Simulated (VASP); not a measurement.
Wanted: the native input for a VASP 6.6.1 run.

- Task: single point
- Functional: PBE
- Dispersion: D3(BJ)
- Potentials or basis: VASP PAW PBE potentials, release 64 (P)
- Cutoff: 520 eV
- k mesh: 2 × 2 × 2, shifted
- Occupations: fermi-dirac, width 0.2241 eV
- Spin: no spin polarisation
- Dipole correction: no
- Further INCAR settings: LREAL = Auto; ALGO = Normal; EDIFF = 1e-06; NBANDS = 54

The structure of P lies in POSCAR:

```
P
1.0
   -3.5628635720     -6.1710607271      0.0000000000
   -7.1257271440      0.0000000000      0.0000000000
   -3.5628635720     -2.0570202424     -6.4614128885
P
16
Direct
    0.5850093543      0.6707969547      0.1283019696
    0.5879479327      0.1699508286      0.1167278756
    0.0941156854      0.6296747062      0.1743256497
    0.6093971996      0.5967159044      0.6809674720
    0.0547158772      0.1479089359      0.2041520984
    0.6412859613      0.0848089436      0.7019952259
    0.1228244572      0.6434371109      0.5951894835
    0.1614216410      0.0873782407      0.6525532531
    0.9091651151      0.8937509684      0.3540197848
    0.7773250201      0.3634459647      0.3870117950
    0.3984022923      0.8959689353      0.3340537182
    0.9513281423      0.8358730434      0.8317114372
    0.3501015524      0.3589360544      0.3150995046
    0.9222526937      0.3984195655      0.7734302213
    0.4126879212      0.8728388000      0.8842595418
    0.4220191992      0.3500952671      0.8662009527
```

This cell differs from its parent crystal: dynamics (nve) at 2600 K, volume x 1.1, from the last frame before.

The input as run:

INCAR

```
SYSTEM = P
ALGO     = Normal         ! electronic algorithm
EDIFF    = 1E-6           ! SCF threshold, eV
ENCUT    = 520            ! plane-wave cutoff, eV
GGA      = PE             ! functional
ISIF     = 2              ! what is computed and relaxed
ISMEAR   = -1             ! smearing method
IVDW     = 12             ! dispersion correction
LASPH    = .TRUE.         ! aspherical terms in the spheres
LCHARG   = .TRUE.         ! write CHGCAR
LELF     = .TRUE.         ! ELF
LREAL    = Auto         
LVHAR    = .TRUE.       
LWAVE    = .FALSE.        ! write WAVECAR
NBANDS   = 54             ! bands
NELM     = 100            ! most SCF steps
PREC     = Accurate       ! precision mode
SIGMA    = 0.2241         ! smearing width, eV
```

KPOINTS

```
Automatic mesh
0
Gamma
  2 2 2
  0.5 0.5 0.5
```

Potentials or basis: VASP PAW PBE potentials, release 64 (P).

The run is started by

```bash
$ cat potpaw_PBE.64/P/POTCAR > POTCAR
$ mpirun -np 1 vasp_std > vasp.out
```

It gave:

| Quantity | Value |
| --- | --- |
| Pressure | -3.8 GPa |
| Largest force | 2.816 eV/Å |
| Band gap on the k mesh | zero (band 40 reaches 7.30 eV, above the bottom of band 41 at 7.24 eV) |
| Dispersion energy per atom | -0.395 eV |

Caveat: the k points lie up to 0.53 Å⁻¹ apart; pairwise dispersion overbinds metals, which lowers pressure and volume; forces of over 1 eV/Å act on the atoms, so gaps and moduli don't describe the material at rest.

Wall time 3.3 min on 1 thread of Intel(R) Xeon(R) Platinum 8488C (Sapphire Rapids), on a shared host, peak memory 0.43 GiB.
